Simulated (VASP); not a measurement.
A run of VASP 6.6.1 is set up as follows.

Contents of INCAR:

```
  PREC = Accurate
  ENCUT = 500
  EDIFF = 1E-6
  ISMEAR = 1
  SIGMA = 0.1
  LREAL = False
  LASPH = True
  NELM = 120
  ALGO = Normal
  ISIF = 2
  LWAVE = False
  LCHARG = False
  NBANDS = 18
  GGA_COMPAT = False
```

KPOINTS

```
Automatic mesh
0
Gamma
  7 7 7
```

Contents of POSCAR:

```
YAu
1.0
    3.5290910229      0.0000000000      0.0000000000
    0.0000000000      3.5290910229      0.0000000000
    0.0000000000      0.0000000000      3.5290910229
Y Au
1 1
Direct
    0.5000000000      0.5000000000      0.5000000000
    0.0000000000      0.0000000000      0.0000000000
```

Potentials or basis: VASP PAW LDA potentials, release 64 (Y_sv, Au).

The run is started by

```console
$ cat potpaw_LDA.64/Y_sv/POTCAR potpaw_LDA.64/Au/POTCAR > POTCAR
$ mpirun -np 1 vasp_std > vasp.out
```

**Question.** What does it give for the band gap on the k mesh?

**Answer.** Zero (band 11 reaches 7.31 eV, above the bottom of band 12 at 4.91 eV).

**Question.** Predict the pressure.

**Answer.** -1.1 GPa.

Caveat: spin-orbit coupling is left out, which moves the levels of the heavy elements.
